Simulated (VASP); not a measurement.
Set up this calculation in VASP 6.6.1, as the native input.

```yaml
Task: single point
Functional: PBE
Potentials_or_basis: VASP PAW PBE potentials, release 64 (Na_pv)
Cutoff: 500 eV
k_mesh: 14 × 14 × 14
Occupations: gaussian, width 0.05 eV
Spin: non-collinear spin, zero start, spin-orbit coupling
Starting_moments: "[[0.0, 0.0, 0.0]] μB"
Dipole_correction: no
Further_INCAR_settings: ALGO = Normal; EDIFF = 1e-06; NBANDS = 18
```

The structure of Na lies in POSCAR:

```
Na
1.0
   -2.0983416308      2.0983416308      2.0983416308
    2.0983416308     -2.0983416308      2.0983416308
    2.0983416308      2.0983416308     -2.0983416308
Na
1
Direct
    0.0000000000      0.0000000000      0.0000000000
```

One way to write it, as run:

INCAR

```
SYSTEM = Na
PREC     = Accurate       ! precision mode
ENCUT    = 500            ! plane-wave cutoff, eV
EDIFF    = 1E-6           ! SCF threshold, eV
ISMEAR   = 0              ! smearing method
SIGMA    = 0.05           ! smearing width, eV
LREAL    = .FALSE.        ! projectors in reciprocal space
LASPH    = .TRUE.         ! aspherical terms in the spheres
NELM     = 200            ! most SCF steps
ALGO     = Normal         ! electronic algorithm
ISIF     = 2              ! what is computed and relaxed
LWAVE    = .FALSE.        ! write WAVECAR
LCHARG   = .TRUE.         ! write CHGCAR
LNONCOLLINEAR= .TRUE.         ! non-collinear magnetism
MAGMOM   = 0 0 0          ! initial moments
LORBIT   = 11             ! projections on sites
LSORBIT  = .TRUE.         ! spin-orbit coupling
GGA_COMPAT= .FALSE.      
LORBMOM  = .TRUE.       
GGA      = PE             ! functional
LVHAR    = .TRUE.       
NBANDS   = 18             ! bands
```

KPOINTS

```
regular mesh
0
G
  14 14 14
  0 0 0
```

Potentials or basis: VASP PAW PBE potentials, release 64 (Na_pv).

Run with:

```bash
$ cat potpaw_PBE.64/Na_pv/POTCAR > POTCAR
$ mpirun -np 1 vasp_ncl > vasp.out
```

It gave:

- Pressure: -0.1 GPa
- Net moment: 0.00 μB per cell
- Valence electrons inside the program's atomic spheres: Na 6.06

Run time: 2.4 min on 1 thread of Intel Xeon 8259CL (shared host), peak memory 0.28 GiB.
